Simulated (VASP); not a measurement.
Here is a VASP 6.6.1 calculation.

Contents of INCAR:

```
  PREC = Accurate
  ENCUT = 520
  EDIFF = 1E-6
  ISMEAR = 0
  SIGMA = 0.05
  LREAL = F
  LASPH = T
  NELM = 80
  ALGO = Normal
  ISIF = 2
  LWAVE = F
  LCHARG = F
  LDIPOL = T
  IDIPOL = 3
  DIPOL = 0.5 0.5 0.500
  GGA = PE
  IBRION = 2
  NSW = 70
  EDIFFG = -0.03
```

The input KPOINTS:

```
Automatic mesh
0
Gamma
  9 9 1
```

POSCAR

```
GaN
1.0
    3.2186527221      0.0000000000      0.0000000000
   -1.6093263611      2.7874350233      0.0000000000
    0.0000000000      0.0000000000     22.5115872182
N Ga
4 4
Selective dynamics
Direct
    0.3333333333      0.6666666667      0.3109509753  F F F
    0.6666666667      0.3333333333      0.4274129564  F F F
    0.3333333333      0.6666666667      0.5438749375  T T T
    0.6666666667      0.3333333333      0.6603369186  T T T
    0.6666666667      0.3333333333      0.3396630814  F F F
    0.3333333333      0.6666666667      0.4561250625  F F F
    0.6666666667      0.3333333333      0.5725870436  T T T
    0.3333333333      0.6666666667      0.6890490247  T T T
```

Potentials or basis: VASP PAW PBE potentials, release 64 (N, Ga_d).

The run is started by

```sh
$ cat potpaw_PBE.64/N/POTCAR potpaw_PBE.64/Ga_d/POTCAR > POTCAR
$ mpirun -np 1 vasp_std > vasp.out
```

**Question.** Estimate the band gap on the k mesh.

**Answer.** Zero (bands 36 and 37 overlap by 0.56 eV).

**Question.** Predict the energy gained by relaxing.

**Answer.** 8.3 meV/atom.

Step by step:
```
step  energy change (eV)  largest force on free atoms (eV/Å)  pressure (GPa)
   1              0.0000                              1.0418           -0.11
   2             -0.0579                              0.2354            0.00
   3             -0.0584                              0.1942            0.02
   4             -0.0620                              0.1090            0.08
   5             -0.0625                              0.1334            0.18
   6             -0.0628                              0.1144            0.15
   7             -0.0638                              0.0767            0.13
   8             -0.0641                              0.0732            0.12
   9             -0.0646                              0.0564            0.08
  10             -0.0656                              0.0495           -0.04
  11             -0.0646                              0.0883           -0.29
  12             -0.0657                              0.0591           -0.10
  13             -0.0660                              0.0279           -0.13
```
